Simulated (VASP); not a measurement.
# ZnS (P1) in VASP: a series of runs

The runs below take ZnS through single point, with r2SCAN.

All numbers are computed with VASP 6.6.1; they aren't measurements. Logs are shortened: lines on timing, memory, paths and dates and some standing lists are left out, and cuts for length are marked.

### 1 The cell of the first run

The typed cell holds 4 atoms: a = 3.811 Å, b = 3.811 Å, c = 6.234 Å, α = 90.00°, β = 90.00°, γ = 120.00°.

### 2 Single point, r2SCAN (atom 3 (S) moved by (-0.150, +0.000) A along x and y)

POSCAR

```
ZnS
1.0
    3.8109987816      0.0000000000      0.0000000000
   -1.9054993908      3.3004217586      0.0000000000
    0.0000000000      0.0000000000      6.2340000000
Zn S
2 2
Direct
    0.3333333333      0.6666666667      0.0000000000
    0.6666666667      0.3333333333      0.5000000000
    0.2939735727      0.6666666667      0.3850000000
    0.6666666667      0.3333333333      0.8850000000
```

INCAR.step1

```
PREC = Accurate
ENCUT = 520
ISMEAR = 0
SIGMA = 0.05
LREAL = False
LASPH = True
NELM = 100
NBANDS = 26
GGA = PE
ALGO = Normal
EDIFF = 1E-4
LWAVE = True
LCHARG = False
```

INCAR.step2

```
PREC = Accurate
ENCUT = 520
EDIFF = 1E-7
ISMEAR = 0
SIGMA = 0.05
LREAL = False
LASPH = True
NELM = 100
ALGO = Normal
ISIF = 2
LWAVE = False
LCHARG = True
METAGGA = R2SCAN
LMIXTAU = True
LELF = True
LVHAR = True
NBANDS = 26
ISTART = 1
```

KPOINTS

```
regular mesh
0
Gamma
  6 6 4
```

Potentials or basis: VASP PAW PBE potentials, release 64 (Zn, S).

On the command line:

```bash
cat potpaw_PBE.64/Zn/POTCAR potpaw_PBE.64/S/POTCAR > POTCAR
cp INCAR.step1 INCAR
mpirun -np 1 vasp_std > vasp.out
cp INCAR.step2 INCAR
mpirun -np 1 vasp_std > vasp.out
```

OUTCAR:

```text
PREC = Accurate
   ENCUT = 520
   EDIFF = 1E-7
   ISMEAR = 0
   LREAL = False
   LASPH = True
   NELM = 100
   ISIF = 2
   METAGGA = R2SCAN
   ISTART = 1

 ion  position               nearest neighbor table
   1  0.333  0.667  0.000-   4 2.31   4 2.31   4 2.31   3 2.40
   2  0.667  0.333  0.500-   3 2.19   3 2.32   4 2.40   3 2.44
   3  0.294  0.667  0.385-   2 2.19   2 2.32   1 2.40   2 2.44
   4  0.667  0.333  0.885-   1 2.31   1 2.31   1 2.31   2 2.40

  LATTYP: Found a hexagonal cell.
 ALAT       =     3.8109987816
 C/A-ratio  =     1.6357916539

  Lattice vectors:

 A1 = (   3.8109987816,   0.0000000000,   0.0000000000)
 A2 = (  -1.9054993908,   3.3004217586,   0.0000000000)
 A3 = (   0.0000000000,   0.0000000000,   6.2340000000)

Analysis of symmetry for initial positions (statically):
=====================================================================
 Subroutine PRICEL returns:
 Original cell was already a primitive cell.

 Routine SETGRP: Setting up the symmetry group for a
 hexagonal supercell.

 Subroutine GETGRP returns: Found  1 space group operations
 (whereof  1 operations were pure point group operations)
 out of a pool of 24 trial point group operations.

The static configuration has the point symmetry C_1 .

Analysis of symmetry for dynamics (positions and initial velocities):
=====================================================================
 Subroutine PRICEL returns:
 Original cell was already a primitive cell.

 Routine SETGRP: Setting up the symmetry group for a
 hexagonal supercell.

 Subroutine GETGRP returns: Found  1 space group operations
 (whereof  1 operations were pure point group operations)
 out of a pool of 24 trial point group operations.

The dynamic configuration has the point symmetry C_1 .

 Subroutine INISYM returns: Found  1 space group operations
 (whereof  1 operations are pure point group operations),
 and found     1 'primitive' translations

----------------------------------------------------------------------------------------

                                     Primitive cell

  volume of cell :      78.4106

  direct lattice vectors                    reciprocal lattice vectors
     3.810998782  0.000000000  0.000000000     0.262398405  0.151495789  0.000000000
    -1.905499391  3.300421759  0.000000000     0.000000000  0.302991579  0.000000000
     0.000000000  0.000000000  6.234000000     0.000000000  0.000000000  0.160410651

  length of vectors
     3.810998782  3.810998782  6.234000000     0.302991579  0.302991579  0.160410651

  position of ions in fractional coordinates (direct lattice)
     0.333333333  0.666666667  0.000000000
     0.666666667  0.333333333  0.500000000
     0.293973573  0.666666667  0.385000000
     0.666666667  0.333333333  0.885000000

  ion indices of the primitive-cell ions
   primitive index   ion index
                 1           1
                 2           2
                 3           3
                 4           4

----------------------------------------------------------------------------------------

 KPOINTS: regular mesh

Automatic generation of k-mesh.
 Grid dimensions read from file:
 generate k-points for:    6    6    4

 Generating k-lattice:

  Cartesian coordinates                     Fractional coordinates (reciprocal lattice)
     0.043733067  0.025249298  0.000000000     0.166666667  0.000000000  0.000000000
     0.000000000  0.050498596  0.000000000     0.000000000  0.166666667  0.000000000
     0.000000000  0.000000000  0.040102663     0.000000000  0.000000000  0.250000000

  Length of vectors
     0.050498596  0.050498596  0.040102663

  Shift w.r.t. Gamma in fractional coordinates (k-lattice)
     0.000000000  0.000000000  0.000000000

 Subroutine IBZKPT returns following result:
 ===========================================

 Found     76 irreducible k-points:

 Following reciprocal coordinates:
            Coordinates               Weight
  0.000000  0.000000  0.000000      1.000000
  0.166667  0.000000  0.000000      2.000000
  0.000000  0.166667  0.000000      2.000000
 -0.166667  0.166667  0.000000      2.000000
  0.333333  0.000000  0.000000      2.000000
  0.000000  0.333333  0.000000      2.000000
[... 16 lines left out ...]
  0.000000  0.166667  0.250000      2.000000
 -0.166667  0.166667  0.250000      2.000000
 [... further k-points ...]
   k-points           NKPTS =     76   k-points in BZ     NKDIM =     76   number of bands    NBANDS=     26
   number of dos      NEDOS =    301   number of ions     NIONS =      4
   total plane-waves  NPLWV =  37632
   dimension x,y,z NGX =    28 NGY =   28 NGZ =   48
   dimension x,y,z NGXF=    56 NGYF=   56 NGZF=   96
   ions per type =               2   2
   NGX,Y,Z   is equivalent  to a cutoff of  12.21, 12.21, 12.80 a.u.
   NGXF,Y,Z  is equivalent  to a cutoff of  24.43, 24.43, 25.60 a.u.
 SYSTEM =  unknown system
   PREC   = accura    normal or accurate (medium, high low for compatibility)
   ISTART =      1    job   : 0-new  1-cont  2-samecut
   ICHARG =      0    charge: 1-file 2-atom 10-const
   ISPIN  =      1    spin polarized calculation?
   LNONCOLLINEAR =      F non collinear calculations
   LSORBIT =      F    spin-orbit coupling
   LASPH  =      T    aspherical Exc in radial PAW
   ENCUT  =  520.0 eV  38.22 Ry    6.18 a.u.   7.09  7.09 11.59*2*pi/ulx,y,z
   NELM   =    100;   NELMIN=  2; NELMDL=  0     # of ELM steps
   EDIFF  = 0.1E-06   stopping-criterion for ELM
   LREAL  =      F    real-space projection
   EDIFFG = 0.1E-05   stopping-criterion for IOM
   NSW    =      0    number of steps for IOM
   IBRION =     -1    ionic relax: 0-MD 1-quasi-New 2-CG
   NFREE  =      0    steps in history (QN), initial steepest desc. (CG)
   ISIF   =      2    stress and relaxation
   ISYM   =      2    0-nonsym 1-usesym 2-fastsym
   POTIM  = 0.5000    time-step for ionic-motion
   TEBEG  =    0.0;   TEEND  =   0.0 temperature during run
   PSTRESS=    0.0 pullay stress
   NELECT =      36.0000    total number of electrons
   NUPDOWN=      -1.0000    fix difference up-down
   EMIN   =  10.00;   EMAX   =-10.00  energy-range for DOS
   EFERMI =   0.00;   METHOD = LEGACY
   ISMEAR =     0;   SIGMA  =   0.05  broadening in eV -4-tet -1-fermi 0-gaus
   EFERMI_NEDOS =   21; number of points for ismear=-14 and -15
   IALGO  =     38    algorithm
   IMIX   =      4    mixing-type and parameters
     AMIX     =   0.40;   BMIX     =  1.00
     AMIX_MAG =   1.60;   BMIX_MAG =  1.00
  volume/ion in A,a.u.               =      19.60       132.29
  Fermi-wavevector in a.u.,A,eV,Ry     =   1.262944  2.386617 21.701656  1.595027
  Thomas-Fermi vector in A             =   2.396326
   LORBIT       =      0    0 simple, 1 ext, 2 COOP (PROOUT), +10 PAW based schemes
   METAGGA = R2SCAN    functional components
   LHFCALC =     F    Hartree Fock is set to
   AEXX    =    0.0000 exact exchange contribution
   IVDW    =     0    specifies the selected vdW correction
   LEPSILON=     F    determine dielectric tensor
   LRPA    =     F    only Hartree local field effects (RPA)
 non-spin polarized calculation
 Gauss-broadening in eV      SIGMA  =   0.05
  energy-cutoff  :      520.00
  volume of cell :       78.41
 maximum number of plane-waves:      2133
   NGX = 15   NGY = 15   NGZ = 23

 number of electron      35.9999977 magnetization

 Free energy of the ion-electron system (eV)
  ---------------------------------------------------
  ext. energy  EPLUGINS =         0.00000000
  ---------------------------------------------------
  free energy    TOTEN  =       -37.61418226 eV

  energy without entropy =      -37.61418226  energy(sigma->0) =      -37.61418226

 E-fermi :   2.1210     XC(G=0): -10.3055

 val. band max:        1.9182491815   @ k =   0.0000   0.0000   0.0000
 cond. band min:       4.7101695230   @ k =   0.0000   0.0000   0.0000
 fundamental gap:      2.7919203414
 Fermi energy:         2.1210109444

 k-point     1 :       0.0000    0.0000    0.0000
  band No.  band energies     occupation
      1     -11.8541      2.00000
      2     -10.9135      2.00000
      3      -4.7410      2.00000
      4      -4.6379      2.00000
      5      -4.6151      2.00000
      6      -4.5894      2.00000
[... 18 lines left out ...]
     25      10.3886      0.00000
     26      11.7265      0.00000

 k-point     2 :       0.1667    0.0000    0.0000
  band No.  band energies     occupation
      1     -11.6603      2.00000
      2     -10.8081      2.00000
      3      -4.7377      2.00000
      4      -4.5920      2.00000
      5      -4.5818      2.00000
      6      -4.5474      2.00000
[... 18 lines left out ...]
     25      10.7113      0.00000
     26      10.8270      0.00000

 k-point     3 :       0.0000    0.1667    0.0000
  band No.  band energies     occupation
      1     -11.6649      2.00000
      2     -10.8071      2.00000
      3      -4.7302      2.00000
      4      -4.6185      2.00000
      5      -4.5725      2.00000
      6      -4.5431      2.00000
[... 18 lines left out ...]
     25      10.6192      0.00000
     26      11.0318      0.00000

 k-point     4 :      -0.1667    0.1667    0.0000
  band No.  band energies     occupation
      1     -11.6706      2.00000
      2     -10.8070      2.00000
      3      -4.7129      2.00000
      4      -4.6369      2.00000
      5      -4.5975      2.00000
      6      -4.5420      2.00000
[... 18 lines left out ...]
     25      10.5189      0.00000
     26      11.1497      0.00000
[... 496 lines left out ...]
      1     -11.5515      2.00000
      2     -10.9456      2.00000
      3      -4.7274      2.00000
      4      -4.6167      2.00000
      5      -4.5789      2.00000
      6      -4.5621      2.00000
[... 18 lines left out ...]
     25      10.3542      0.00000
     26      10.9273      0.00000

 k-point    23 :       0.0000    0.1667    0.2500
  band No.  band energies     occupation
      1     -11.5534      2.00000
      2     -10.9485      2.00000
      3      -4.7269      2.00000
      4      -4.6303      2.00000
      5      -4.5775      2.00000
      6      -4.5481      2.00000
[... 18 lines left out ...]
     25      10.5269      0.00000
     26      10.9649      0.00000

 k-point    24 :      -0.1667    0.1667    0.2500
  band No.  band energies     occupation
      1     -11.5563      2.00000
      2     -10.9525      2.00000
      3      -4.7188      2.00000
      4      -4.6455      2.00000
      5      -4.5901      2.00000
      6      -4.5523      2.00000
[... 18 lines left out ...]
     25      10.7106      0.00000
     26      10.7973      0.00000

 [... further k-points ...]
[... 5 lines left out ...]
  --------------------------------------------------------------------------------------
  -------------------------------------------------------------------------------------
  Total        0.8514424      0.5790029     -0.4630436      1.1104046     -0.1746626     -0.5810535
  in kB       17.3976577     11.8308598     -9.4614432     22.6890742     -3.5689088    -11.8727599
  external PRESSURE =       6.5890248 kB  Pullay stress =       0.0000000 kB

 VOLUME and BASIS-vectors are now :
 -----------------------------------------------------------------------------
  energy-cutoff  :      520.00
  volume of cell :       78.41
      direct lattice vectors                 reciprocal lattice vectors
     3.810998782  0.000000000  0.000000000     0.262398405  0.151495789  0.000000000
    -1.905499391  3.300421759  0.000000000     0.000000000  0.302991579  0.000000000
     0.000000000  0.000000000  6.234000000     0.000000000  0.000000000  0.160410651

 POSITION                                       TOTAL-FORCE (eV/Angst)
 -----------------------------------------------------------------------------------
     -0.00000      2.20028      0.00000        -0.053556     -0.002845      0.329996
      1.90550      1.10014      3.11700        -1.011090     -0.257041      0.457387
     -0.15000      2.20028      2.40009         1.155499      0.268981     -0.474940
      1.90550      1.10014      5.51709        -0.090853     -0.009094     -0.312442
 -----------------------------------------------------------------------------------
    total drift:                                0.005531      0.002930      0.002084

  FREE ENERGIE OF THE ION-ELECTRON SYSTEM (eV)
  ---------------------------------------------------
  free  energy   TOTEN  =       -37.6141822628 eV

  energy  without entropy=      -37.6141822628  energy(sigma->0) =      -37.61418226
```

Wall time 9.9 min (1 thread of Intel Xeon 8259CL, shared host); peak memory 0.28 GiB.

What came out:

- Free energy: -37.6142 eV
- Pressure: 0.7 GPa
- Largest force: 1.278 eV/Å
- Band gap on the k mesh: 2.79 eV

Forces on the atoms (eV/Å):
```
Zn  -0.054 -0.003  0.330
Zn  -1.011 -0.257  0.457
S    1.155  0.269 -0.475
S   -0.091 -0.009 -0.312
```

Levels at points of the mesh, in eV from the valence-band top:
| k point | band 15 | band 16 | band 17 | band 18 | band 19 | band 20 | band 21 | band 22 |
| --- | --- | --- | --- | --- | --- | --- | --- | --- |
| (0.00, 0.00, 0.00) | -0.77 | -0.09 | -0.02 | 0.00 | 2.79 | 3.49 | 6.76 | 6.77 |
| (0.50, 0.00, 0.00) | -3.11 | -2.32 | -1.83 | -1.03 | 4.03 | 4.92 | 5.84 | 7.52 |
| (0.00, 0.50, 0.00) | -3.27 | -2.30 | -1.63 | -1.00 | 3.97 | 4.73 | 5.47 | 7.52 |
| (0.50, 0.50, 0.00) | -3.38 | -2.35 | -1.41 | -1.03 | 3.88 | 4.58 | 5.16 | 7.55 |
| (0.00, 0.00, 0.50) | -0.70 | -0.51 | -0.48 | -0.29 | 4.01 | 4.03 | 6.86 | 7.08 |
| (0.50, 0.00, 0.50) | -1.76 | -1.74 | -1.58 | -1.47 | 3.82 | 4.04 | 5.49 | 5.73 |
| (0.00, 0.50, 0.50) | -1.85 | -1.72 | -1.60 | -1.44 | 3.97 | 3.99 | 5.50 | 5.55 |
| (0.50, 0.50, 0.50) | -1.82 | -1.72 | -1.68 | -1.56 | 3.96 | 4.17 | 5.36 | 5.61 |

Caveat: the cell differs from its parent crystal (atom 3 (S) moved by (-0.150, +0.000) A along x and y); the PAW data sets were made with another functional, which shifts forces and pressure a little.

### 3 Single point, r2SCAN (atom 3 (S) moved by (-0.150, +0.300) A along x and y)

POSCAR: that of step 2 with these lines changed.

```diff
@@ -10,3 +10,3 @@
     0.6666666667      0.3333333333      0.5000000000
-    0.2939735727      0.6666666667      0.3850000000
+    0.3394223095      0.7575641404      0.3850000000
     0.6666666667      0.3333333333      0.8850000000
```

INCAR.step1

```
SYSTEM = ZnS
ALGO = Normal
EDIFF = 1E-4
ENCUT = 520
GGA = PE
ISMEAR = 0
LASPH = .TRUE.
LCHARG = .FALSE.
LREAL = .FALSE.
LWAVE = .TRUE.
NBANDS = 26
NELM = 60
PREC = Accurate
SIGMA = 0.05
```

INCAR.step2

```
SYSTEM = ZnS
ALGO = Normal
EDIFF = 1E-6
ENCUT = 520
ISIF = 2
ISMEAR = 0
ISTART = 1
LASPH = .TRUE.
LCHARG = .FALSE.
LMIXTAU = .TRUE.
LREAL = .FALSE.
LWAVE = .FALSE.
METAGGA = R2SCAN
NBANDS = 26
NELM = 60
PREC = Accurate
SIGMA = 0.05
```

KPOINTS

```
k-points
0
G
  6 6 4
  0 0 0
```

Potentials or basis: VASP PAW PBE potentials, release 64 (Zn, S).

On the command line:

```bash
cat potpaw_PBE.64/Zn/POTCAR potpaw_PBE.64/S/POTCAR > POTCAR
cp INCAR.step1 INCAR
mpirun -np 1 vasp_std > vasp.out
cp INCAR.step2 INCAR
mpirun -np 1 vasp_std > vasp.out
```

It took 9 min on 1 thread of Intel Xeon 8259CL, shared host; peak memory 0.28 GiB.

It converged, with:

```yaml
Free_energy: -37.2152 eV
Pressure: 2.8 GPa
Largest_force: 3.681 eV/Å
Band_gap_on_the_k_mesh: 2.73 eV
```

Forces in eV/Å, atoms in the order of the input:
```
Zn  -0.042  0.112  0.370
Zn  -0.081  3.156  1.123
S    0.176 -3.475 -1.203
S   -0.053  0.207 -0.289
```

Stress tensor (GPa, compression positive):
```
-1.72  1.64  0.11
 1.64 10.15  4.01
 0.11  4.01 -0.06
```

Levels at points of the mesh, in eV from the valence-band top:
```tsv
k point	band 16	band 17	band 18	band 19	band 20	band 21
(0.00, 0.00, 0.00)	-0.23	-0.04	0.00	2.73	3.50	6.72
(0.50, 0.00, 0.00)	-2.22	-1.68	-0.94	3.90	4.54	5.31
(0.00, 0.50, 0.00)	-2.33	-2.13	-1.06	4.03	5.08	6.26
(0.50, 0.50, 0.00)	-2.38	-1.30	-0.99	3.69	4.27	4.79
(0.00, 0.00, 0.50)	-0.59	-0.54	-0.14	3.91	3.99	6.51
(0.50, 0.00, 0.50)	-1.71	-1.69	-1.20	3.77	3.94	5.27
(0.00, 0.50, 0.50)	-1.78	-1.60	-1.34	3.54	4.05	5.35
(0.50, 0.50, 0.50)	-1.83	-1.75	-1.49	3.84	4.30	5.05
```

Caveat: the cell differs from its parent crystal (atom 3 (S) moved by (-0.150, +0.300) A along x and y); the PAW data sets were made with another functional, which shifts forces and pressure a little.
